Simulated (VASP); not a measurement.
# ScSi4O (F-43m) in VASP: a series of runs

ScSi4O is run at these levels: PBE; tasks: single point, relaxation of cell and atoms.

All numbers are computed with VASP 6.6.1; they aren't measurements. Logs are shortened: lines on timing, memory, paths and dates and some standing lists are left out, and cuts for length are marked.

### Step 1. The cell of the first run

Symmetry: F-43m, No. 216, cubic system. The conventional cell has a = 7.176 Å, b = 7.176 Å, c = 7.176 Å, α = 90.00°, β = 90.00°, γ = 90.00°. Within 3.9 Å of Sc (site symmetry -43m) lie 12 Si at 2.97 Å and 4 O at 3.11 Å. Si (site symmetry 3m) has 6 Si at 2.54 Å and 3 O at 2.97 Å and 3 Sc at 2.97 Å within 3.3 Å. Within 3.9 Å of O (site symmetry -43m) lie 12 Si at 2.97 Å and 4 Sc at 3.11 Å.

### Step 2. Single point, PBE, collinear spin, ferromagnetic start

Contents of INCAR:

```
SYSTEM = ScSi4O
PREC = Accurate
ENCUT = 520
EDIFF = 1E-7
ISMEAR = 0
SIGMA = 0.1
LREAL = .FALSE.
LASPH = .TRUE.
NELM = 150
ALGO = Normal
ISIF = 2
LWAVE = .FALSE.
LCHARG = .TRUE.
ISPIN = 2
MAGMOM = 0 0 0 0 0 1
LORBIT = 11
LMAXMIX = 4
GGA = PE
LELF = .TRUE.
LVHAR = .TRUE.
NBANDS = 30
```

Contents of KPOINTS:

```
regular mesh
0
G
  4 4 4
  0 0 0
```

Contents of POSCAR:

```
ScSi4O
1.0
    0.0000000000      3.5877548600      3.5877548600
    3.5877548600      0.0000000000      3.5877548600
    3.5877548600      3.5877548600      0.0000000000
Sc Si O
1 4 1
Direct
    0.0000000000      0.0000000000      0.0000000000
    0.8749087200      0.3750304300      0.3750304300
    0.3750304300      0.3750304300      0.3750304300
    0.3750304300      0.8749087200      0.3750304300
    0.3750304300      0.3750304300      0.8749087200
    0.7500000000      0.7500000000      0.7500000000
```

Potentials or basis: VASP PAW PBE potentials, release 64 (Sc_sv, Si, O).

Command:

```console
$ cat potpaw_PBE.64/Sc_sv/POTCAR potpaw_PBE.64/Si/POTCAR potpaw_PBE.64/O/POTCAR > POTCAR
$ mpirun -np 1 vasp_std > vasp.out
```

OUTCAR:

```text
SYSTEM = ScSi4O
   PREC = Accurate
   ENCUT = 520
   EDIFF = 1E-7
   ISMEAR = 0
   LREAL = .FALSE.
   LASPH = .TRUE.
   NELM = 150
   ISIF = 2
   ISPIN = 2
   LORBIT = 11
   GGA = PE

 ion  position               nearest neighbor table
   1  0.000  0.000  0.000-   2 2.97   4 2.97   2 2.97   5 2.97   4 2.97   5 2.97   3 2.97   3 2.97
                             3 2.97   2 2.97   4 2.97   5 2.97
   2  0.875  0.375  0.375-   3 2.54   4 2.54   5 2.54   3 2.54   5 2.54   4 2.54   1 2.97   1 2.97
                             1 2.97
   3  0.375  0.375  0.375-   2 2.54   4 2.54   5 2.54   5 2.54   4 2.54   2 2.54   1 2.97   1 2.97
                             1 2.97
   4  0.375  0.875  0.375-   2 2.54   3 2.54   5 2.54   5 2.54   3 2.54   2 2.54   1 2.97   1 2.97
                             1 2.97
   5  0.375  0.375  0.875-   2 2.54   3 2.54   4 2.54   3 2.54   4 2.54   2 2.54   1 2.97   1 2.97
                             1 2.97
   6  0.750  0.750  0.750-

  LATTYP: Found a face centered cubic cell.
 ALAT       =     7.1755097200

  Lattice vectors:

 A1 = (   0.0000000000,   3.5877548600,   3.5877548600)
 A2 = (   3.5877548600,   0.0000000000,   3.5877548600)
 A3 = (   3.5877548600,   3.5877548600,   0.0000000000)

Analysis of symmetry for initial positions (statically):
=====================================================================
 Subroutine PRICEL returns:
 Original cell was already a primitive cell.

 Routine SETGRP: Setting up the symmetry group for a
 face centered cubic supercell.

 Subroutine GETGRP returns: Found 24 space group operations
 (whereof 24 operations were pure point group operations)
 out of a pool of 48 trial point group operations.

The static configuration has the point symmetry T_d .

Analysis of symmetry for dynamics (positions and initial velocities):
=====================================================================
 Subroutine PRICEL returns:
 Original cell was already a primitive cell.

 Routine SETGRP: Setting up the symmetry group for a
 face centered cubic supercell.

 Subroutine GETGRP returns: Found 24 space group operations
 (whereof 24 operations were pure point group operations)
 out of a pool of 48 trial point group operations.

The dynamic configuration has the point symmetry T_d .

Analysis of structural, dynamic, and magnetic symmetry:
[... 131 lines left out ...]
   LEPSILON=     F    determine dielectric tensor
   LRPA    =     F    only Hartree local field effects (RPA)
 spin polarized calculation
 Gauss-broadening in eV      SIGMA  =   0.10
  energy-cutoff  :      520.00
  volume of cell :       92.36
 maximum number of plane-waves:      2502
 NGX is ok and might be reduce to    40
   NGX = 19   NGY = 19   NGZ = 19

 number of electron      32.9999998 magnetization      -0.0001562

 number of electron      32.9999998 magnetization       0.0000052

 Free energy of the ion-electron system (eV)
  ---------------------------------------------------
  ext. energy  EPLUGINS =         0.00000000
  ---------------------------------------------------
  free energy    TOTEN  =       -33.34030722 eV

  energy without entropy =      -33.33060346  energy(sigma->0) =      -33.33545534

 E-fermi :   7.2626     XC(G=0): -10.7272

 val. band max:        7.2267319833   @ k =   0.2500   0.2500   0.0000
 cond. band min:       7.2975626760   @ k =   0.5000   0.5000   0.0000
 fundamental gap:      0.0708306927
 Fermi energy:         7.2625901115

 spin component 1

 k-point     1 :       0.0000    0.0000    0.0000
  band No.  band energies     occupation
      1     -42.6548      1.00000
      2     -21.2844      1.00000
      3     -21.2844      1.00000
      4     -21.2844      1.00000
      5      -9.2155      1.00000
      6      -5.2687      1.00000
[... 237 lines left out ...]
     27      13.1482      0.00000
     28      13.3086      0.00000
 Fermi energy:         7.2625901115

 spin component 2

 k-point     1 :       0.0000    0.0000    0.0000
  band No.  band energies     occupation
      1     -42.6548      1.00000
      2     -21.2844      1.00000
      3     -21.2844      1.00000
      4     -21.2844      1.00000
      5      -9.2155      1.00000
      6      -5.2687      1.00000
[... 237 lines left out ...]
     27      13.1482      0.00000
     28      13.3086      0.00000
 [bands above 28 left out]

------------------------ aborting loop because EDIFF is reached ----------------------------------------

  FORCE on cell =-STRESS in cart. coord.  units (eV):
  Direction    XX          YY          ZZ          XY          YZ          ZX
  --------------------------------------------------------------------------------------
  -------------------------------------------------------------------------------------
  Total       -3.9395976     -3.9395976     -3.9395976      0.0000000     -0.0000000      0.0000000
  in kB      -68.3382987    -68.3382987    -68.3382987      0.0000000     -0.0000000      0.0000000
  external PRESSURE =     -68.3382987 kB  Pullay stress =       0.0000000 kB

 VOLUME and BASIS-vectors are now :
 -----------------------------------------------------------------------------
  energy-cutoff  :      520.00
  volume of cell :       92.36
      direct lattice vectors                 reciprocal lattice vectors
     0.000000000  3.587754860  3.587754860    -0.139362922  0.139362922  0.139362922
     3.587754860  0.000000000  3.587754860     0.139362922 -0.139362922  0.139362922
     3.587754860  3.587754860  0.000000000     0.139362922  0.139362922 -0.139362922

 POSITION                                       TOTAL-FORCE (eV/Angst)
 -----------------------------------------------------------------------------------
      0.00000      0.00000      0.00000        -0.000000      0.000000      0.000000
      2.69103      4.48448      4.48448         0.309302     -0.309302     -0.309302
      2.69103      2.69103      2.69103         0.309302      0.309302      0.309302
      4.48448      2.69103      4.48448        -0.309302      0.309302     -0.309302
      4.48448      4.48448      2.69103        -0.309302     -0.309302      0.309302
      5.38163      5.38163      5.38163        -0.000000      0.000000      0.000000
 -----------------------------------------------------------------------------------
    total drift:                               -0.000001     -0.000001     -0.000001

  FREE ENERGIE OF THE ION-ELECTRON SYSTEM (eV)
  ---------------------------------------------------
  free  energy   TOTEN  =       -33.3403072177 eV

  energy  without entropy=      -33.3306034575  energy(sigma->0) =      -33.33545534

 total charge

# of ion       s       p       d       tot
------------------------------------------
    1        2.153   6.098   1.068   9.318
    2        0.795   0.788   0.000   1.584
    3        0.795   0.788   0.000   1.584
    4        0.795   0.788   0.000   1.584
    5        0.795   0.788   0.000   1.584
    6        1.601   3.158   0.000   4.760
--------------------------------------------------
tot          6.935  12.410   1.068  20.413

 magnetization (x)

# of ion       s       p       d       tot
------------------------------------------
    1       -0.000   0.000  -0.000  -0.000
    2        0.000   0.000   0.000   0.000
    3        0.000   0.000   0.000   0.000
    4        0.000   0.000   0.000   0.000
    5        0.000   0.000   0.000   0.000
    6        0.000  -0.000   0.000  -0.000
--------------------------------------------------
tot          0.000  -0.000  -0.000   0.000
```

Wall time 35 s (1 thread of Intel Xeon 6975P-C (Granite Rapids), shared host); peak memory 0.29 GiB.

What came out:

| Property | Result |
| --- | --- |
| Free energy | -33.3403 eV |
| Pressure | -6.8 GPa |
| Largest force | 0.536 eV/Å |
| Net moment | 0.00 μB per cell |
| Valence electrons inside the program's atomic spheres | Sc 9.32; Si 1.58; O 4.76 |

Forces on the atoms (eV/Å):
```
Sc   0.000  0.000  0.000
Si   0.309 -0.309 -0.309
Si   0.309  0.309  0.309
Si  -0.309  0.309 -0.309
Si  -0.309 -0.309  0.309
O    0.000  0.000  0.000
```

Caveat: the k points lie up to 0.38 Å⁻¹ apart.

### Step 3. Single point, PBE

This run uses another cell than the first one, of 14.38 Å³/atom, 0.934 times its volume.

Contents of INCAR:

```
SYSTEM = ScSi4O
  PREC = Accurate
  ENCUT = 520
  EDIFF = 1E-6
  ISMEAR = 0
  SIGMA = 0.1
  LREAL = .FALSE.
  LASPH = .TRUE.
  NELM = 100
  ALGO = Normal
  ISIF = 2
  LWAVE = .FALSE.
  LCHARG = .TRUE.
  GGA = PE
  LELF = .TRUE.
  LVHAR = .TRUE.
  NBANDS = 26
```

Contents of KPOINTS:

```
Automatic mesh
0
G
  10 10 10
  0 0 0
```

Contents of POSCAR:

```
ScSi4O
1.0
    0.0000000000      3.5073278697      3.5073278697
    3.5073278697      0.0000000000      3.5073278697
    3.5073278697      3.5073278697      0.0000000000
Sc Si O
1 4 1
Direct
    0.0000000000      0.0000000000      0.0000000000
    0.6237019647      0.6237019647      0.1288941059
    0.6237019647      0.1288941059      0.6237019647
    0.1288941059      0.6237019647      0.6237019647
    0.6237019647      0.6237019647      0.6237019647
    0.2500000000      0.2500000000      0.2500000000
```

Potentials or basis: VASP PAW PBE potentials, release 64 (Sc_sv, Si, O).

Command:

```console
$ cat potpaw_PBE.64/Sc_sv/POTCAR potpaw_PBE.64/Si/POTCAR potpaw_PBE.64/O/POTCAR > POTCAR
$ mpirun -np 1 vasp_std > vasp.out
```

It took 72 s on 1 thread of Intel Xeon 6975P-C (Granite Rapids), shared host; peak memory 0.29 GiB.

The run converged. Its results:

```yaml
Free_energy: -33.4096 eV
Pressure: 0.0 GPa
```

Levels at points of the mesh, in eV from the Fermi level:
```
           k point  band 14  band 15  band 16  band 17  band 18  band 19
(0.00, 0.00, 0.00)    -2.46    -2.46    -1.56    -1.56    -1.56     1.54
(0.50, 0.00, 0.00)    -1.57    -1.57     0.81     0.81     0.99     1.38
(0.50, 0.50, 0.00)    -1.14    -0.85    -0.07     0.21     0.21     1.05
```

Caveat: an odd number of electrons without spin polarisation forces a metal; a magnetic or distorted state may lie lower.

### Step 4. Relaxation of cell and atoms, PBE

This run uses another cell than the first one, of 14.36 Å³/atom, 0.933 times its volume.

Contents of INCAR:

```
SYSTEM = ScSi4O
PREC = Accurate
ENCUT = 600
EDIFF = 1E-6
ISMEAR = 0
SIGMA = 0.1
LREAL = .FALSE.
LASPH = .TRUE.
NELM = 80
ALGO = Normal
ISIF = 3
LWAVE = .FALSE.
LCHARG = .FALSE.
GGA = PE
IBRION = 2
NSW = 100
EDIFFG = -0.01
```

KPOINTS is that of step 3.

Contents of POSCAR:

```
ScSi4O
1.0
    0.0000000000      3.5055846248      3.5055846248
    3.5055846248      0.0000000000      3.5055846248
    3.5055846248      3.5055846248      0.0000000000
Sc Si O
1 4 1
Direct
    0.0000000000      0.0000000000      0.0000000000
    0.6234436768      0.6234436768      0.1296689695
    0.6234436768      0.1296689695      0.6234436768
    0.1296689695      0.6234436768      0.6234436768
    0.6234436768      0.6234436768      0.6234436768
    0.2500000000      0.2500000000      0.2500000000
```

Command:

```console
$ cat potpaw_PBE.64/Sc_sv/POTCAR potpaw_PBE.64/Si/POTCAR potpaw_PBE.64/O/POTCAR > POTCAR
$ mpirun -np 1 vasp_std > vasp.out
```

It took 1.8 min on 1 thread of Intel Xeon 6975P-C (Granite Rapids), shared host; peak memory 0.32 GiB.

It converged, with:

```
Free energy                            : -33.4114 eV
Relaxed volume                         : 14.38 Å³/atom
Relaxed cell                           : a = 4.960 Å, b = 4.960 Å, c = 4.960 Å, α = 60.00°, β = 60.00°, γ = 60.00°
Space group after relaxing (to 0.05 Å) : F-43m (No. 216)
Energy gained by relaxing              : 0.1 meV/atom
Ionic steps                            : 3
Pressure after relaxing                : 0.0 GPa
```

The path:
```csv
step,energy change (eV),largest force (eV/Å),pressure (GPa),volume (Å³)
1,0.0000,0.0980,0.19,86.16
2,-0.0005,0.0508,-0.11,86.37
3,-0.0007,0.0012,-0.02,86.30
```

Final structure:
```yaml
crystal:
  lattice:
    - [0.00000, 3.50742, 3.50742]
    - [3.50742, 0.00000, 3.50742]
    - [3.50742, 3.50742, 0.00000]
  atoms:
    - { symbol: Sc, position: [0.00000, 0.00000, 0.00000] }
    - { symbol: Si, position: [0.62370, 0.62370, 0.12891] }
    - { symbol: Si, position: [0.62370, 0.12891, 0.62370] }
    - { symbol: Si, position: [0.12891, 0.62370, 0.62370] }
    - { symbol: Si, position: [0.62370, 0.62370, 0.62370] }
    - { symbol: O, position: [0.25000, 0.25000, 0.25000] }
```

Levels at points of the mesh, in eV from the Fermi level:
| k point | band 12 | band 13 | band 14 | band 15 | band 16 | band 17 | band 18 | band 19 | band 20 |
| --- | --- | --- | --- | --- | --- | --- | --- | --- | --- |
| (0.00, 0.00, 0.00) | -4.41 | -4.41 | -2.46 | -2.46 | -1.55 | -1.55 | -1.55 | 1.54 | 3.36 |
| (0.50, 0.00, 0.00) | -4.14 | -1.93 | -1.57 | -1.57 | 0.81 | 0.81 | 0.99 | 1.38 | 2.05 |
| (0.50, 0.50, 0.00) | -1.69 | -1.69 | -1.14 | -0.85 | -0.07 | 0.21 | 0.21 | 1.05 | 1.41 |

Caveat: an odd number of electrons without spin polarisation forces a metal; a magnetic or distorted state may lie lower.

### Step 5. Overview

```csv
task,spin,cell,k mesh,cutoff (eV),gap on the mesh (eV),pressure (GPa)
single point,"collinear, ferromagnetic start","a = 5.074 Å, angles 60.0°, 6 atoms",4 × 4 × 4,520,none,-6.8
single point,off,"a = 4.960 Å, angles 60.0°, 6 atoms",10 × 10 × 10,520,none,0.0
relaxation of cell and atoms,off,"relaxed from a = 4.958 Å, angles 60.0°, 6 atoms",10 × 10 × 10,600,none,0.0
```

Alike in all rows: level PBE; potentials or basis VASP PAW PBE potentials, release 64 (Sc_sv, Si, O); smearing gaussian 0.1 eV.

Caveats: some runs use coarse meshes; an odd number of electrons without spin polarisation forces a metal (some runs); a magnetic or distorted state may lie lower (some runs).

Absolute energies hang on the potentials; compare differences alone.
